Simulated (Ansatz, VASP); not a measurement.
Two plane-wave programs on RuCl

The input INCAR:

```
PREC = Accurate
ENCUT = 520
EDIFF = 1E-6
ISMEAR = 0
SIGMA = 0.1
LREAL = False
LASPH = True
NELM = 150
ALGO = Normal
ISIF = 2
LWAVE = False
LCHARG = False
ISPIN = 2
MAGMOM = 1 0
LORBIT = 11
LMAXMIX = 4
GGA = PE
NBANDS = 22
```

Contents of KPOINTS:

```
regular mesh
0
Gamma
  6 6 6
```

Contents of POSCAR:

```
RuCl
1.0
    0.0000000000      2.8036949800      2.8036949800
    2.8036949800      0.0000000000      2.8036949800
    2.8036949800      2.8036949800      0.0000000000
Ru Cl
1 1
Direct
    0.0000000000      0.0000000000      0.0000000000
    0.5000000000      0.5000000000      0.5000000000
```

Input for Ansatz:

```yaml
crystal:
  lattice:
    - [0.0, 2.80369498, 2.80369498]
    - [2.80369498, 0.0, 2.80369498]
    - [2.80369498, 2.80369498, 0.0]
  atoms:
    - { symbol: Ru, position: [0.0, 0.0, 0.0], spin: 1.0 }
    - { symbol: Cl, position: [0.5, 0.5, 0.5] }
basis:
  ecutwfc: 420
kpoints:
  mp_grid: { grid: [6, 6, 6] }
hamiltonian:
  xc: pbe
scf:
  occupations: { method: gaussian, width: 0.1 }
  lower_state_search: "off"
output:
  forces: true
  stress: true
  eigenvalues: true
  populations: true
magnetization:
  spin_polarized: true
```

Change from the starting cell: species swapped into the LuSb type (Fm-3m, No. 225).

Alike in both runs: task single point; functional PBE; k mesh 6 × 6 × 6; occupations gaussian, width 0.1 eV; collinear spin.

|  | VASP | Ansatz |
| --- | --- | --- |
| version | VASP 6.6.1 | Ansatz 0.2.0 |
| potentials or method | VASP PAW PBE potentials, release 64 (Ru_pv, Cl), cutoff 520 eV | scalar-relativistic, plane waves, PAW |
| valence electrons in the cell | 21 | 23 |

Ansatz gave:

```
gap on the k mesh at the Fermi level (eV)                     : none
pressure (GPa)                                                : -5.8
net moment per atom (μB)                                      : 1.50
size of the moment on the site where the two differ most (μB) : 2.58
```

Q: What did VASP give for the same quantities?

A: gap on the k mesh at the Fermi level (eV): none; pressure (GPa): -5.9; net moment per atom (μB): 1.51; size of the moment on the site where the two differ most (μB): 2.65.

Site moments also hang on the region over which each program counts them. A gap of «none» marks a metal or a gap that the smearing closes. VASP's potentials hold 21 valence electrons a cell and Ansatz's 23, so a difference there can come from the potentials and not from the codes.
